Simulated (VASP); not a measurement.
# Ir4Pt3 (Pm-3m) in VASP: further runs

The runs below take Ir4Pt3 through single point, with PBE.

Program: VASP 6.6.1. These are calculated values, not measurements. Logs are shortened: lines on timing, memory, paths and dates and some standing lists are left out, and cuts for length are marked.

### Step 1. The cell of the first run

Symmetry: Pm-3m, No. 221, cubic system. Conventional cell: a = 5.132 Å, b = 5.132 Å, c = 5.132 Å, α = 90.00°, β = 90.00°, γ = 90.00°. Within 3.4 Å of Ir (site symmetry 4/mmm) lie 4 Pt at 2.57 Å. Ir (site symmetry m-3m) has 6 Pt at 2.57 Å within 3.4 Å. Pt (site symmetry 4/mmm) has 6 Ir at 2.57 Å within 3.4 Å.

### Step 2. Single point, PBE

INCAR reads:

```
PREC = Accurate
ENCUT = 500
EDIFF = 1E-6
ISMEAR = 0
SIGMA = 0.2
LREAL = F
LASPH = T
NELM = 120
ALGO = Normal
ISIF = 2
LWAVE = F
LCHARG = F
GGA = PE
NBANDS = 42
GGA_COMPAT = F
```

KPOINTS reads:

```
regular mesh
0
Gamma
  3 3 3
```

POSCAR reads:

```
Ir4Pt3
1.0
    5.1318542942      0.0000000000      0.0000000000
    0.0000000000      5.1318542942      0.0000000000
    0.0000000000      0.0000000000      5.1318542942
Ir Pt
4 3
Direct
    0.0000000000      0.5000000000      0.5000000000
    0.5000000000      0.0000000000      0.5000000000
    0.5000000000      0.5000000000      0.0000000000
    0.0000000000      0.0000000000      0.0000000000
    0.5000000000      0.0000000000      0.0000000000
    0.0000000000      0.5000000000      0.0000000000
    0.0000000000      0.0000000000      0.5000000000
```

Potentials or basis: VASP PAW PBE potentials, release 64 (Ir, Pt).

Command:

```sh
cat potpaw_PBE.64/Ir/POTCAR potpaw_PBE.64/Pt/POTCAR > POTCAR
mpirun -np 1 vasp_std > vasp.out
```

OUTCAR:

```text
PREC = Accurate
   ENCUT = 500
   EDIFF = 1E-6
   ISMEAR = 0
   LREAL = F
   LASPH = T
   NELM = 120
   ISIF = 2
   GGA = PE

 ion  position               nearest neighbor table
   1  0.000  0.500  0.500-   6 2.57   7 2.57   6 2.57   7 2.57
   2  0.500  0.000  0.500-   5 2.57   7 2.57   5 2.57   7 2.57
   3  0.500  0.500  0.000-   5 2.57   6 2.57   5 2.57   6 2.57
   4  0.000  0.000  0.000-   5 2.57   6 2.57   7 2.57   7 2.57   6 2.57   5 2.57
   5  0.500  0.000  0.000-   2 2.57   3 2.57   4 2.57   2 2.57   3 2.57   4 2.57
   6  0.000  0.500  0.000-   1 2.57   3 2.57   4 2.57   1 2.57   4 2.57   3 2.57
   7  0.000  0.000  0.500-   1 2.57   2 2.57   4 2.57   4 2.57   1 2.57   2 2.57

  LATTYP: Found a simple cubic cell.
 ALAT       =     5.1318542942

  Lattice vectors:

 A1 = (   5.1318542942,   0.0000000000,   0.0000000000)
 A2 = (   0.0000000000,   5.1318542942,   0.0000000000)
 A3 = (   0.0000000000,   0.0000000000,   5.1318542942)

Analysis of symmetry for initial positions (statically):
=====================================================================
 Subroutine PRICEL returns:
 Original cell was already a primitive cell.

 Routine SETGRP: Setting up the symmetry group for a
 simple cubic supercell.

 Subroutine GETGRP returns: Found 48 space group operations
 (whereof 48 operations were pure point group operations)
 out of a pool of 48 trial point group operations.

The static configuration has the point symmetry O_h .

Analysis of symmetry for dynamics (positions and initial velocities):
=====================================================================
 Subroutine PRICEL returns:
 Original cell was already a primitive cell.

 Routine SETGRP: Setting up the symmetry group for a
 simple cubic supercell.

 Subroutine GETGRP returns: Found 48 space group operations
 (whereof 48 operations were pure point group operations)
 out of a pool of 48 trial point group operations.

The dynamic configuration has the point symmetry O_h .

 Subroutine INISYM returns: Found 48 space group operations
 (whereof 48 operations are pure point group operations),
 and found     1 'primitive' translations

----------------------------------------------------------------------------------------

                                     Primitive cell

  volume of cell :     135.1521

  direct lattice vectors                    reciprocal lattice vectors
     5.131854294  0.000000000  0.000000000     0.194861339  0.000000000  0.000000000
[... 81 lines left out ...]
   ISIF   =      2    stress and relaxation
   ISYM   =      2    0-nonsym 1-usesym 2-fastsym
   POTIM  = 0.5000    time-step for ionic-motion
   TEBEG  =    0.0;   TEEND  =   0.0 temperature during run
   PSTRESS=    0.0 pullay stress
   NELECT =      66.0000    total number of electrons
   NUPDOWN=      -1.0000    fix difference up-down
   EMIN   =  10.00;   EMAX   =-10.00  energy-range for DOS
   EFERMI =   0.00;   METHOD = LEGACY
   ISMEAR =     0;   SIGMA  =   0.20  broadening in eV -4-tet -1-fermi 0-gaus
   EFERMI_NEDOS =   21; number of points for ismear=-14 and -15
   IALGO  =     38    algorithm
   IMIX   =      4    mixing-type and parameters
     AMIX     =   0.40;   BMIX     =  1.00
     AMIX_MAG =   1.60;   BMIX_MAG =  1.00
  volume/ion in A,a.u.               =      19.31       130.29
  Fermi-wavevector in a.u.,A,eV,Ry     =   1.289185  2.436206 22.612846  1.661997
  Thomas-Fermi vector in A             =   2.421093
   LORBIT       =      0    0 simple, 1 ext, 2 COOP (PROOUT), +10 PAW based schemes
   GGA     = PE    functional components
   LHFCALC =     F    Hartree Fock is set to
   AEXX    =    0.0000 exact exchange contribution
   IVDW    =     0    specifies the selected vdW correction
   LEPSILON=     F    determine dielectric tensor
   LRPA    =     F    only Hartree local field effects (RPA)
 non-spin polarized calculation
 Gauss-broadening in eV      SIGMA  =   0.20
  energy-cutoff  :      500.00
  volume of cell :      135.15
 maximum number of plane-waves:      3451
 NGX is ok and might be reduce to    40
   NGX = 19   NGY = 19   NGZ = 19

 number of electron      65.9999990 magnetization

 Free energy of the ion-electron system (eV)
  ---------------------------------------------------
  ext. energy  EPLUGINS =         0.00000000
  ---------------------------------------------------
  free energy    TOTEN  =       -43.52097773 eV

  energy without entropy =      -43.21882461  energy(sigma->0) =      -43.36990117

 E-fermi :   6.4330     XC(G=0): -11.8824

 val. band max:        6.3698429124   @ k =   0.3333   0.3333   0.0000
 cond. band min:       6.4377948062   @ k =   0.3333   0.3333   0.3333
 fundamental gap:      0.0679518937
 Fermi energy:         6.4329817383

 k-point     1 :       0.0000    0.0000    0.0000
  band No.  band energies     occupation
      1      -1.9586      2.00000
      2       0.3430      2.00000
      3       0.3430      2.00000
      4       0.4505      2.00000
      5       0.4505      2.00000
      6       0.4505      2.00000
[... 169 lines left out ...]
     41       7.8300      0.00000
     42       8.4050      0.00000

------------------------ aborting loop because EDIFF is reached ----------------------------------------

  FORCE on cell =-STRESS in cart. coord.  units (eV):
  Direction    XX          YY          ZZ          XY          YZ          ZX
  --------------------------------------------------------------------------------------
  -------------------------------------------------------------------------------------
  Total       -0.5836280     -0.5836280     -0.5836280     -0.0000000     -0.0000000     -0.0000000
  in kB       -6.9186881     -6.9186881     -6.9186881     -0.0000000     -0.0000000     -0.0000000
  external PRESSURE =      -6.9186881 kB  Pullay stress =       0.0000000 kB

 VOLUME and BASIS-vectors are now :
 -----------------------------------------------------------------------------
  energy-cutoff  :      500.00
  volume of cell :      135.15
      direct lattice vectors                 reciprocal lattice vectors
     5.131854294  0.000000000  0.000000000     0.194861339  0.000000000  0.000000000
     0.000000000  5.131854294  0.000000000     0.000000000  0.194861339  0.000000000
     0.000000000  0.000000000  5.131854294     0.000000000  0.000000000  0.194861339

 POSITION                                       TOTAL-FORCE (eV/Angst)
 -----------------------------------------------------------------------------------
      0.00000      2.56593      2.56593         0.000000      0.000000      0.000000
      2.56593      0.00000      2.56593         0.000000      0.000000      0.000000
      2.56593      2.56593      0.00000         0.000000      0.000000      0.000000
      0.00000      0.00000      0.00000         0.000000      0.000000      0.000000
      2.56593      0.00000      0.00000         0.000000      0.000000      0.000000
      0.00000      2.56593      0.00000         0.000000      0.000000      0.000000
      0.00000      0.00000      2.56593         0.000000      0.000000      0.000000
 -----------------------------------------------------------------------------------
    total drift:                                0.000000      0.000000     -0.000000

  FREE ENERGIE OF THE ION-ELECTRON SYSTEM (eV)
  ---------------------------------------------------
  free  energy   TOTEN  =       -43.5209777315 eV

  energy  without entropy=      -43.2188246056  energy(sigma->0) =      -43.36990117
```

OSZICAR:

```text
N       E                     dE             d eps       ncg     rms          rms(c)
DAV:   1     0.576504103398E+03    0.57650E+03   -0.29360E+04   336   0.145E+03
DAV:   2    -0.405423589578E+01   -0.58056E+03   -0.54823E+03   336   0.400E+02
DAV:   3    -0.441703279884E+02   -0.40116E+02   -0.34117E+02   420   0.100E+02
DAV:   4    -0.463922956700E+02   -0.22220E+01   -0.20330E+01   422   0.249E+01
DAV:   5    -0.464513326511E+02   -0.59037E-01   -0.58894E-01   414   0.327E+00    0.256E+01
DAV:   6    -0.439374094028E+02    0.25139E+01   -0.81175E+00   386   0.169E+01    0.138E+01
DAV:   7    -0.449480204899E+02   -0.10106E+01   -0.76505E+00   488   0.229E+01    0.128E+01
DAV:   8    -0.437614265672E+02    0.11866E+01   -0.27260E+00   496   0.189E+01    0.562E+00
DAV:   9    -0.435760190760E+02    0.18541E+00   -0.11584E+00   496   0.926E+00    0.326E+00
DAV:  10    -0.435586627785E+02    0.17356E-01   -0.28822E-01   470   0.485E+00    0.206E+00
DAV:  11    -0.435243736420E+02    0.34289E-01   -0.11875E-01   488   0.284E+00    0.551E-01
DAV:  12    -0.435217237015E+02    0.26499E-02   -0.35184E-03   402   0.452E-01    0.243E-01
DAV:  13    -0.435211687726E+02    0.55493E-03   -0.43766E-04   464   0.153E-01    0.127E-01
DAV:  14    -0.435209828146E+02    0.18596E-03   -0.26600E-04   508   0.120E-01    0.252E-02
DAV:  15    -0.435209789988E+02    0.38159E-05   -0.23298E-05   378   0.315E-02    0.134E-02
DAV:  16    -0.435209778856E+02    0.11132E-05   -0.87022E-07   208   0.587E-03    0.689E-03
DAV:  17    -0.435209777315E+02    0.15413E-06   -0.10064E-06   236   0.752E-03
   1 F= -.43520978E+02 E0= -.43369901E+02  d E =-.302153E+00
```

It took 24 s on 1 thread of Intel Xeon 6975P-C (Granite Rapids), shared host; peak memory 0.24 GiB.

What came out:

```yaml
Free_energy: -43.5210 eV
Pressure: -0.7 GPa
Band_gap_on_the_k_mesh: zero (band 33 reaches 6.75 eV, above the bottom of band 34 at 6.10 eV)
```

Caveat: the k points lie up to 0.41 Å⁻¹ apart; spin-orbit coupling is left out, which moves the levels of the heavy elements.

### Step 3. Single point, PBE

INCAR reads:

```
PREC = Accurate ; ENCUT = 500
EDIFF = 1E-6 ; ISMEAR = 0
SIGMA = 0.2 ; LREAL = False
LASPH = True ; NELM = 120
ALGO = Normal ; ISIF = 2
LWAVE = False ; LCHARG = True
GGA = PE ; LELF = True
LVHAR = True ; NBANDS = 42
GGA_COMPAT = False
```

KPOINTS is that of step 2.

POSCAR reads:

```
Ir4Pt3
1.0
    5.1312795849      0.0000000000      0.0000000000
    0.0000000000      5.1312795849      0.0000000000
    0.0000000000      0.0000000000      5.1312795849
Ir Pt
4 3
Direct
    0.5000000000      0.0000000000      0.0000000000
    0.0000000000      0.5000000000      0.0000000000
    0.0000000000      0.0000000000      0.5000000000
    0.0000000000      0.0000000000      0.0000000000
    0.0000000000      0.5000000000      0.5000000000
    0.5000000000      0.0000000000      0.5000000000
    0.5000000000      0.5000000000      0.0000000000
```

Potentials or basis: VASP PAW PBE potentials, release 64 (Ir, Pt).

Command:

```sh
cat potpaw_PBE.64/Ir/POTCAR potpaw_PBE.64/Pt/POTCAR > POTCAR
mpirun -np 1 vasp_std > vasp.out
```

Run time: 29 s. Hardware: 1 thread of Intel Xeon 6975P-C (Granite Rapids), shared host; peak memory 0.24 GiB.

It converged, with:

* Free energy: -45.1751 eV
* Pressure: -0.8 GPa
* Band gap on the k mesh: zero (band 33 reaches 6.95 eV, above the bottom of band 34 at 6.14 eV)

Levels at points of the mesh, in eV from the Fermi level:
```tsv
k point	band 27	band 28	band 29	band 30	band 31	band 32	band 33	band 34	band 35	band 36
(0.00, 0.00, 0.00)	-0.38	-0.12	-0.12	-0.12	0.52	0.52	0.52	1.32	1.32	1.32
```

Caveat: the k points lie up to 0.41 Å⁻¹ apart; spin-orbit coupling is left out, which moves the levels of the heavy elements.

### Step 4. Single point, PBE

This run uses another cell than the first one, of 18.99 Å³/atom, 0.983 times its volume.

INCAR reads:

```
ALGO = Normal ; EDIFF = 1E-6
ENCUT = 500 ; GGA = PE
GGA_COMPAT = False ; ISIF = 2
ISMEAR = 0 ; LASPH = True
LCHARG = False ; LREAL = False
LWAVE = False ; NBANDS = 42
NELM = 120 ; PREC = Accurate
SIGMA = 0.2
```

KPOINTS reads:

```
k-points
0
Gamma
  4 4 4
```

POSCAR reads:

```
Ir4Pt3
1.0
    5.1032868434      0.0000000000      0.0000000000
    0.0000000000      5.1032868434      0.0000000000
    0.0000000000      0.0000000000      5.1032868434
Ir Pt
4 3
Direct
    0.0000000000      0.5000000000      0.5000000000
    0.5000000000      0.0000000000      0.5000000000
    0.5000000000      0.5000000000      0.0000000000
    0.5000000000      0.5000000000      0.5000000000
    0.5000000000      0.0000000000      0.0000000000
    0.0000000000      0.5000000000      0.0000000000
    0.0000000000      0.0000000000      0.5000000000
```

Potentials or basis: VASP PAW PBE potentials, release 64 (Ir, Pt).

Command:

```sh
cat potpaw_PBE.64/Ir/POTCAR potpaw_PBE.64/Pt/POTCAR > POTCAR
mpirun -np 1 vasp_std > vasp.out
```

OUTCAR:

```text
EDIFF = 1E-6
   ENCUT = 500
   GGA = PE
   ISIF = 2
   ISMEAR = 0
   LASPH = True
   LREAL = False
   NELM = 120
   PREC = Accurate

 ion  position               nearest neighbor table
   1  0.000  0.500  0.500-   4 2.55   6 2.55   7 2.55   6 2.55   7 2.55   4 2.55
   2  0.500  0.000  0.500-   4 2.55   5 2.55   7 2.55   5 2.55   4 2.55   7 2.55
   3  0.500  0.500  0.000-   4 2.55   5 2.55   6 2.55   4 2.55   5 2.55   6 2.55
   4  0.500  0.500  0.500-   1 2.55   2 2.55   3 2.55   3 2.55   2 2.55   1 2.55
   5  0.500  0.000  0.000-   2 2.55   3 2.55   2 2.55   3 2.55
[... 645 lines left out ...]
  Total       -0.0267598     -0.0267598     -0.0267598     -0.0000000     -0.0000000      0.0000000
  in kB       -0.3225841     -0.3225841     -0.3225841     -0.0000000     -0.0000000      0.0000000
  external PRESSURE =      -0.3225841 kB  Pullay stress =       0.0000000 kB

 VOLUME and BASIS-vectors are now :
 -----------------------------------------------------------------------------
  energy-cutoff  :      500.00
  volume of cell :      132.91
      direct lattice vectors                 reciprocal lattice vectors
     5.103286843  0.000000000  0.000000000     0.195952144  0.000000000  0.000000000
     0.000000000  5.103286843  0.000000000     0.000000000  0.195952144  0.000000000
     0.000000000  0.000000000  5.103286843     0.000000000  0.000000000  0.195952144

 POSITION                                       TOTAL-FORCE (eV/Angst)
 -----------------------------------------------------------------------------------
      0.00000      2.55164      2.55164         0.000000      0.000000      0.000000
      2.55164      0.00000      2.55164         0.000000      0.000000      0.000000
      2.55164      2.55164      0.00000         0.000000      0.000000      0.000000
      2.55164      2.55164      2.55164         0.000000      0.000000      0.000000
      2.55164      0.00000      0.00000         0.000000      0.000000      0.000000
      0.00000      2.55164      0.00000         0.000000      0.000000      0.000000
      0.00000      0.00000      2.55164         0.000000      0.000000      0.000000
 -----------------------------------------------------------------------------------
    total drift:                               -0.000000      0.000000     -0.000000

  FREE ENERGIE OF THE ION-ELECTRON SYSTEM (eV)
  ---------------------------------------------------
  free  energy   TOTEN  =       -46.5679381012 eV

  energy  without entropy=      -46.3551786551  energy(sigma->0) =      -46.46155838
```

OSZICAR:

```text
N       E                     dE             d eps       ncg     rms          rms(c)
DAV:   1     0.592004782595E+03    0.59200E+03   -0.29563E+04   840   0.146E+03
DAV:   2    -0.451616020899E+01   -0.59652E+03   -0.56437E+03   854   0.405E+02
DAV:   3    -0.474294330935E+02   -0.42913E+02   -0.37959E+02  1064   0.104E+02
DAV:   4    -0.493771581475E+02   -0.19477E+01   -0.18964E+01  1034   0.226E+01
DAV:   5    -0.494367964948E+02   -0.59638E-01   -0.59478E-01   994   0.372E+00    0.264E+01
DAV:   6    -0.471067737668E+02    0.23300E+01   -0.80290E+00  1172   0.208E+01    0.132E+01
DAV:   7    -0.484639986425E+02   -0.13572E+01   -0.84112E+00  1218   0.239E+01    0.148E+01
DAV:   8    -0.467577746860E+02    0.17062E+01   -0.59124E+00  1220   0.155E+01    0.457E+00
DAV:   9    -0.465832666783E+02    0.17451E+00   -0.74491E-01  1262   0.846E+00    0.239E+00
DAV:  10    -0.465697774354E+02    0.13489E-01   -0.47600E-02   910   0.179E+00    0.585E-01
DAV:  11    -0.465680243718E+02    0.17531E-02   -0.12575E-02  1244   0.990E-01    0.144E-01
DAV:  12    -0.465679431274E+02    0.81244E-04   -0.78696E-04   992   0.247E-01    0.508E-02
DAV:  13    -0.465679370893E+02    0.60381E-05   -0.69152E-05  1254   0.573E-02    0.158E-02
DAV:  14    -0.465679386386E+02   -0.15492E-05   -0.39021E-06   796   0.170E-02    0.412E-03
DAV:  15    -0.465679381012E+02    0.53738E-06   -0.51036E-07   450   0.843E-03
   1 F= -.46567938E+02 E0= -.46461558E+02  d E =-.212759E+00
```

stdout:

```text
POSCAR found type information on POSCAR IrPt
 POSCAR found :  2 types and       7 ions
 scaLAPACK will be used
 LDA part: xc-table for (Slater+PW92), standard interpolation
 POSCAR, INCAR and KPOINTS ok, starting setup
 FFT: planning ... GRIDC
[... 17 lines left out ...]
|     is unoccupied at all k-points. It is always recommended to include      |
|     a few unoccupied bands to accelerate the convergence of                 |
|     molecular-dynamics runs (even for insulators or semiconductors),        |
|     since the presence of unoccupied bands improves wavefunction            |
|     prediction and helps to suppress 'band-crossings'.                      |
|                                                                             |
 -----------------------------------------------------------------------------
```

It took 52 s on 1 thread of Intel Xeon 6975P-C (Granite Rapids), shared host; peak memory 0.25 GiB.

What came out:

- Free energy: -46.5679 eV
- Pressure: 0.0 GPa
- Band gap on the k mesh: zero (band 33 reaches 7.46 eV, above the bottom of band 34 at 5.10 eV)

Levels at points of the mesh, in eV from the Fermi level:
```csv
k point,band 30,band 31,band 32,band 33,band 34,band 35
"(0.00, 0.00, 0.00)",-0.25,0.46,0.46,0.46,1.21,1.21
"(0.50, 0.00, 0.00)",-0.31,-0.31,-0.17,0.11,0.11,0.47
"(0.50, 0.50, 0.00)",-1.24,-1.17,-0.53,-0.49,-0.49,-0.28
"(0.50, 0.50, 0.50)",-1.62,-1.62,-1.62,-1.60,-1.60,-1.60
```

Caveat: spin-orbit coupling is left out, which moves the levels of the heavy elements.

(Part 1 of 2 ends here.)
